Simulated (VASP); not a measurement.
Set up this calculation in VASP 6.6.1, as the native input.

| Quantity | Value |
| --- | --- |
| Task | single point |
| Functional | r2SCAN |
| Potentials or basis | VASP PAW PBE potentials, release 64 (Bi_d) |
| Cutoff | 520 eV |
| k mesh | 16 × 16 × 16 |
| Occupations | gaussian, width 0.1 eV |
| Spin | no spin polarisation |
| Dipole correction | no |
| Further INCAR settings | ALGO = Normal; EDIFF = 1e-07; NBANDS = 14 |

The system is Bi.

```
Bi
1.0
    -2.01903    2.01903    2.01903
     2.01903   -2.01903    2.01903
     2.01903    2.01903   -2.01903
Bi
1
Direct
  0.00000 0.00000 0.00000
```

This isn't the form of Bi at room conditions, which is rhombohedral.

The input as run:

POSCAR

```
Bi
1.0
   -2.0190326498      2.0190326498      2.0190326498
    2.0190326498     -2.0190326498      2.0190326498
    2.0190326498      2.0190326498     -2.0190326498
Bi
1
Direct
    0.0000000000      0.0000000000      0.0000000000
```

INCAR.step1

```
SYSTEM = Bi
PREC = Accurate
ENCUT = 520
ISMEAR = 0
SIGMA = 0.1
LREAL = .False.
LASPH = .True.
NELM = 60
NBANDS = 14
GGA = PE
ALGO = Normal
EDIFF = 1E-4
LWAVE = .True.
LCHARG = .False.
```

INCAR.step2

```
SYSTEM = Bi
PREC = Accurate
ENCUT = 520
EDIFF = 1E-7
ISMEAR = 0
SIGMA = 0.1
LREAL = .False.
LASPH = .True.
NELM = 60
ALGO = Normal
ISIF = 2
LWAVE = .False.
LCHARG = .False.
METAGGA = R2SCAN
LMIXTAU = .True.
NBANDS = 14
ISTART = 1
```

KPOINTS

```
Automatic mesh
0
Gamma
  16 16 16
  0 0 0
```

Potentials or basis: VASP PAW PBE potentials, release 64 (Bi_d).

Command:

```bash
$ cat potpaw_PBE.64/Bi_d/POTCAR > POTCAR
$ cp INCAR.step1 INCAR
$ mpirun -np 1 vasp_std > vasp.out
$ cp INCAR.step2 INCAR
$ mpirun -np 1 vasp_std > vasp.out
```

It gave:

The pressure is -2.7 GPa. The band gap on the k mesh is zero (an odd number of electrons rules out a gap without spin polarisation).

Caveat: the PAW data sets were made with another functional, which shifts forces and pressure a little; spin-orbit coupling is left out, which moves the levels of the heavy elements.

Wall time 2.2 min on 1 thread of Intel(R) Xeon(R) 6975P-C (Granite Rapids) (shared host), peak memory 0.2 GiB.
